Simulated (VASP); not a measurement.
# ZnS (P6_3mc) in VASP: further runs, part 2 of 2

VASP 6.6.1. The steps go on from the part before.

## Step 3: Single point, PBE

File INCAR:

```
SYSTEM = ZnS
  ALGO = Normal
  EDIFF = 1E-6
  ENCUT = 520
  GGA = PE
  ISIF = 2
  ISMEAR = 0
  LASPH = .True.
  LCHARG = .True.
  LELF = .True.
  LREAL = .False.
  LVHAR = .True.
  LWAVE = .False.
  NBANDS = 26
  NELM = 100
  PREC = Accurate
  SIGMA = 0.02
```

File KPOINTS:

```
k-points
0
Gamma
  12 12 4
  0 0 0
```

File POSCAR:

```
ZnS
1.0
    3.8440669355      0.0000000000      0.0000000000
   -1.9220334677      3.3290596200      0.0000000000
    0.0000000000      0.0000000000      6.1155037694
Zn S
2 2
Direct
    0.3333333333      0.6666666667     -0.0026110624
    0.6666666667      0.3333333333      0.4973889376
    0.3333333333      0.6666666667      0.3776110624
    0.6666666667      0.3333333333      0.8776110624
```

Potentials or basis: VASP PAW PBE potentials, release 64 (Zn, S).

Command:

```
> cat potpaw_PBE.64/Zn/POTCAR potpaw_PBE.64/S/POTCAR > POTCAR
> mpirun -np 1 vasp_std > vasp.out
```

OUTCAR:

```text
SYSTEM = ZnS
   EDIFF = 1E-6
   ENCUT = 520
   GGA = PE
   ISIF = 2
   ISMEAR = 0
   LASPH = .True.
   LREAL = .False.
   NELM = 100
   PREC = Accurate

 ion  position               nearest neighbor table
   1  0.333  0.667  0.997-   3 2.33   4 2.34   4 2.34   4 2.34
   2  0.667  0.333  0.497-   4 2.33   3 2.34   3 2.34   3 2.34
   3  0.333  0.667  0.378-   1 2.33   2 2.34   2 2.34   2 2.34
   4  0.667  0.333  0.878-   2 2.33   1 2.34   1 2.34   1 2.34

  LATTYP: Found a hexagonal cell.
 ALAT       =     3.8440669355
 C/A-ratio  =     1.5908941941

  Lattice vectors:

 A1 = (   3.8440669355,   0.0000000000,   0.0000000000)
 A2 = (  -1.9220334677,   3.3290596200,   0.0000000000)
 A3 = (   0.0000000000,   0.0000000000,   6.1155037694)

Analysis of symmetry for initial positions (statically):
=====================================================================
 Subroutine PRICEL returns:
 Original cell was already a primitive cell.

 Routine SETGRP: Setting up the symmetry group for a
 hexagonal supercell.

 Subroutine GETGRP returns: Found 12 space group operations
 (whereof  6 operations were pure point group operations)
 out of a pool of 24 trial point group operations.

The static configuration has the point symmetry C_3v.
 The point group associated with its full space group is C_6v.

Analysis of symmetry for dynamics (positions and initial velocities):
=====================================================================
 Subroutine PRICEL returns:
 Original cell was already a primitive cell.

 Routine SETGRP: Setting up the symmetry group for a
 hexagonal supercell.

 Subroutine GETGRP returns: Found 12 space group operations
 (whereof  6 operations were pure point group operations)
 out of a pool of 24 trial point group operations.

The dynamic configuration has the point symmetry C_3v.
 The point group associated with its full space group is C_6v.

 Subroutine INISYM returns: Found 12 space group operations
 (whereof  6 operations are pure point group operations),
 and found     1 'primitive' translations

----------------------------------------------------------------------------------------

                                     Primitive cell

  volume of cell :      78.2609

  direct lattice vectors                    reciprocal lattice vectors
     3.844066935  0.000000000  0.000000000     0.260141152  0.150192564  0.000000000
    -1.922033468  3.329059620  0.000000000     0.000000000  0.300385128  0.000000000
     0.000000000  0.000000000  6.115503769     0.000000000  0.000000000  0.163518827

  length of vectors
     3.844066935  3.844066935  6.115503769     0.300385128  0.300385128  0.163518827

  position of ions in fractional coordinates (direct lattice)
     0.333333333  0.666666667  0.997388938
     0.666666667  0.333333333  0.497388938
     0.333333333  0.666666667  0.377611062
     0.666666667  0.333333333  0.877611062

  ion indices of the primitive-cell ions
   primitive index   ion index
                 1           1
                 2           2
                 3           3
                 4           4

----------------------------------------------------------------------------------------

 KPOINTS: k-points

Automatic generation of k-mesh.
 Grid dimensions read from file:
 generate k-points for:   12   12    4

 Generating k-lattice:

  Cartesian coordinates                     Fractional coordinates (reciprocal lattice)
     0.021678429  0.012516047  0.000000000     0.083333333  0.000000000  0.000000000
     0.000000000  0.025032094  0.000000000     0.000000000  0.083333333  0.000000000
     0.000000000  0.000000000  0.040879707     0.000000000  0.000000000  0.250000000

  Length of vectors
     0.025032094  0.025032094  0.040879707

  Shift w.r.t. Gamma in fractional coordinates (k-lattice)
     0.000000000  0.000000000  0.000000000

 Subroutine IBZKPT returns following result:
 ===========================================

 Found     57 irreducible k-points:

 Following reciprocal coordinates:
            Coordinates               Weight
  0.000000  0.000000  0.000000      1.000000
  0.083333  0.000000  0.000000      6.000000
  0.166667 -0.000000  0.000000      6.000000
  0.250000 -0.000000  0.000000      6.000000
  0.333333 -0.000000  0.000000      6.000000
  0.416667  0.000000  0.000000      6.000000
[... 16 lines left out ...]
  0.250000 -0.000000  0.250000     12.000000
  0.333333 -0.000000  0.250000     12.000000
 [... further k-points ...]
   k-points           NKPTS =     57   k-points in BZ     NKDIM =     57   number of bands    NBANDS=     26
   number of dos      NEDOS =    301   number of ions     NIONS =      4
   total plane-waves  NPLWV =  43200
   dimension x,y,z NGX =    30 NGY =   30 NGZ =   48
   dimension x,y,z NGXF=    60 NGYF=   60 NGZF=   96
   ions per type =               2   2
   NGX,Y,Z   is equivalent  to a cutoff of  12.97, 12.97, 13.05 a.u.
   NGXF,Y,Z  is equivalent  to a cutoff of  25.95, 25.95, 26.10 a.u.
 SYSTEM =  ZnS
   PREC   = accura    normal or accurate (medium, high low for compatibility)
   ISTART =      0    job   : 0-new  1-cont  2-samecut
   ICHARG =      2    charge: 1-file 2-atom 10-const
   ISPIN  =      1    spin polarized calculation?
   LNONCOLLINEAR =      F non collinear calculations
   LSORBIT =      F    spin-orbit coupling
   LASPH  =      T    aspherical Exc in radial PAW
   ENCUT  =  520.0 eV  38.22 Ry    6.18 a.u.   7.15  7.15 11.37*2*pi/ulx,y,z
   NELM   =    100;   NELMIN=  2; NELMDL= -5     # of ELM steps
   EDIFF  = 0.1E-05   stopping-criterion for ELM
   LREAL  =      F    real-space projection
   EDIFFG = 0.1E-04   stopping-criterion for IOM
   NSW    =      0    number of steps for IOM
   IBRION =     -1    ionic relax: 0-MD 1-quasi-New 2-CG
   NFREE  =      0    steps in history (QN), initial steepest desc. (CG)
   ISIF   =      2    stress and relaxation
   ISYM   =      2    0-nonsym 1-usesym 2-fastsym
   POTIM  = 0.5000    time-step for ionic-motion
   TEBEG  =    0.0;   TEEND  =   0.0 temperature during run
   PSTRESS=    0.0 pullay stress
   NELECT =      36.0000    total number of electrons
   NUPDOWN=      -1.0000    fix difference up-down
   EMIN   =  10.00;   EMAX   =-10.00  energy-range for DOS
   EFERMI =   0.00;   METHOD = LEGACY
   ISMEAR =     0;   SIGMA  =   0.02  broadening in eV -4-tet -1-fermi 0-gaus
   EFERMI_NEDOS =   21; number of points for ismear=-14 and -15
   IALGO  =     38    algorithm
   IMIX   =      4    mixing-type and parameters
     AMIX     =   0.40;   BMIX     =  1.00
     AMIX_MAG =   1.60;   BMIX_MAG =  1.00
  volume/ion in A,a.u.               =      19.57       132.03
  Fermi-wavevector in a.u.,A,eV,Ry     =   1.263749  2.388139 21.729334  1.597061
  Thomas-Fermi vector in A             =   2.397090
   LORBIT       =      0    0 simple, 1 ext, 2 COOP (PROOUT), +10 PAW based schemes
   GGA     = PE    functional components
   LHFCALC =     F    Hartree Fock is set to
   AEXX    =    0.0000 exact exchange contribution
   IVDW    =     0    specifies the selected vdW correction
   LEPSILON=     F    determine dielectric tensor
   LRPA    =     F    only Hartree local field effects (RPA)
 non-spin polarized calculation
 Gauss-broadening in eV      SIGMA  =   0.02
  energy-cutoff  :      520.00
  volume of cell :       78.26
 maximum number of plane-waves:      2124
 NGX is ok and might be reduce to    30
   NGX = 15   NGY = 15   NGZ = 23

 number of electron      36.0000021 magnetization

 Free energy of the ion-electron system (eV)
  ---------------------------------------------------
  ext. energy  EPLUGINS =         0.00000000
  ---------------------------------------------------
  free energy    TOTEN  =       -13.65842990 eV

  energy without entropy =      -13.65842990  energy(sigma->0) =      -13.65842990

 E-fermi :   2.3506     XC(G=0):  -9.6603

 val. band max:        2.2127357531   @ k =   0.0000   0.0000   0.0000
 cond. band min:       4.4461009473   @ k =   0.0000   0.0000   0.0000
 fundamental gap:      2.2333651942
 Fermi energy:         2.3506465108

 k-point     1 :       0.0000    0.0000    0.0000
  band No.  band energies     occupation
      1     -11.0217      2.00000
      2     -10.0162      2.00000
      3      -4.1626      2.00000
      4      -4.1626      2.00000
      5      -4.1539      2.00000
      6      -4.0824      2.00000
[... 18 lines left out ...]
     25       9.8169      0.00000
     26      11.6951      0.00000
[... 644 lines left out ...]
      4      -4.0909      2.00000
      5      -4.0481      2.00000
      6      -3.9486      2.00000
[... 18 lines left out ...]
     25      11.0470      0.00000
     26      11.9447      0.00000

 [... further k-points ...]
[... 5 lines left out ...]
  --------------------------------------------------------------------------------------
  -------------------------------------------------------------------------------------
  Total        0.7494673      0.7494673      2.1973290      0.0000000      0.0000000      0.0000000
  in kB       15.3432899     15.3432899     44.9842942      0.0000000      0.0000000      0.0000000
  external PRESSURE =      25.2236247 kB  Pullay stress =       0.0000000 kB

 VOLUME and BASIS-vectors are now :
 -----------------------------------------------------------------------------
  energy-cutoff  :      520.00
  volume of cell :       78.26
      direct lattice vectors                 reciprocal lattice vectors
     3.844066935  0.000000000  0.000000000     0.260141152  0.150192564  0.000000000
    -1.922033468  3.329059620  0.000000000     0.000000000  0.300385128  0.000000000
     0.000000000  0.000000000  6.115503769     0.000000000  0.000000000  0.163518827

 POSITION                                       TOTAL-FORCE (eV/Angst)
 -----------------------------------------------------------------------------------
     -0.00000      2.21937      6.09954        -0.000000      0.000000     -0.003273
      1.92203      1.10969      3.04178         0.000000     -0.000000     -0.003273
     -0.00000      2.21937      2.30928         0.000000     -0.000000      0.003273
      1.92203      1.10969      5.36703        -0.000000      0.000000      0.003273
 -----------------------------------------------------------------------------------
    total drift:                               -0.000000     -0.000000     -0.002059

  FREE ENERGIE OF THE ION-ELECTRON SYSTEM (eV)
  ---------------------------------------------------
  free  energy   TOTEN  =       -13.6584298975 eV

  energy  without entropy=      -13.6584298975  energy(sigma->0) =      -13.65842990
```

It took 54 s on 1 thread of Intel Xeon 6975P-C (Granite Rapids), shared host; peak memory 0.24 GiB.

What came out:

| Quantity | Value |
| --- | --- |
| Free energy | -13.6584 eV |
| Pressure | 2.5 GPa |
| Largest force | 0.003 eV/Å |
| Band gap on the k mesh | 2.23 eV |

Forces on the atoms (eV/Å):
```
Zn   0.000  0.000 -0.003
Zn   0.000  0.000 -0.003
S    0.000  0.000  0.003
S    0.000  0.000  0.003
```

Stress tensor (GPa, compression positive):
```
1.53 0.00 0.00
0.00 1.53 0.00
0.00 0.00 4.50
```

## Step 4: Single point, PBE (strain along c alone, the other axes held: -2.0 %, then relaxed in part)

File INCAR:

```
ALGO     = Normal         # electronic algorithm
EDIFF    = 1E-7           # SCF threshold, eV
ENCUT    = 520            # plane-wave cutoff, eV
GGA      = PE             # functional
ISIF     = 2              # what is computed and relaxed
ISMEAR   = 0              # smearing method
LASPH    = T              # aspherical terms in the spheres
LCHARG   = F              # write CHGCAR
LREAL    = F              # projectors in reciprocal space
LWAVE    = F              # write WAVECAR
NBANDS   = 26             # bands
NELM     = 100            # most SCF steps
PREC     = Accurate       # precision mode
SIGMA    = 0.02           # smearing width, eV
```

File KPOINTS:

```
k-points
0
Gamma
  12 12 4
```

File POSCAR:

```
ZnS
1.0
    3.8440669355      0.0000000000      0.0000000000
   -1.9220334677      3.3290596200      0.0000000000
    0.0000000000      0.0000000000      6.1785502001
Zn S
2 2
Direct
    0.3333333333      0.6666666667     -0.0015722767
    0.6666666667      0.3333333333      0.4984277233
    0.3333333333      0.6666666667      0.3765722767
    0.6666666667      0.3333333333      0.8765722767
```

Command:

```
> cat potpaw_PBE.64/Zn/POTCAR potpaw_PBE.64/S/POTCAR > POTCAR
> mpirun -np 1 vasp_std > vasp.out
```

It took 53 s on 1 thread of Intel Xeon 6975P-C (Granite Rapids), shared host; peak memory 0.25 GiB.

The run converged. Its results:

- Free energy: -13.6774 eV
- Pressure: 1.7 GPa
- Band gap on the k mesh: 2.21 eV

Stress tensor (GPa, compression positive):
```
1.05 0.00 0.00
0.00 1.05 0.00
0.00 0.00 3.01
```

Levels at points of the mesh, in eV from the valence-band top:
```csv
k point,band 14,band 15,band 16,band 17,band 18,band 19,band 20,band 21,band 22,band 23
"(0.00, 0.00, 0.00)",-0.94,-0.94,-0.01,-0.01,0.00,2.21,2.93,6.24,6.24,6.80
"(0.50, 0.00, 0.00)",-4.06,-3.21,-2.27,-1.62,-0.88,3.58,4.28,5.24,6.95,7.56
"(0.00, 0.00, 0.50)",-2.76,-0.50,-0.50,-0.50,-0.50,3.46,3.46,6.69,6.69,6.69
"(0.50, 0.00, 0.50)",-4.83,-1.63,-1.63,-1.52,-1.52,3.61,3.61,5.25,5.25,8.86
```

Caveat: the cell differs from its parent crystal (strain along c alone, the other axes held: -2.0 %, then relaxed in part). A k mesh can miss the band edges.
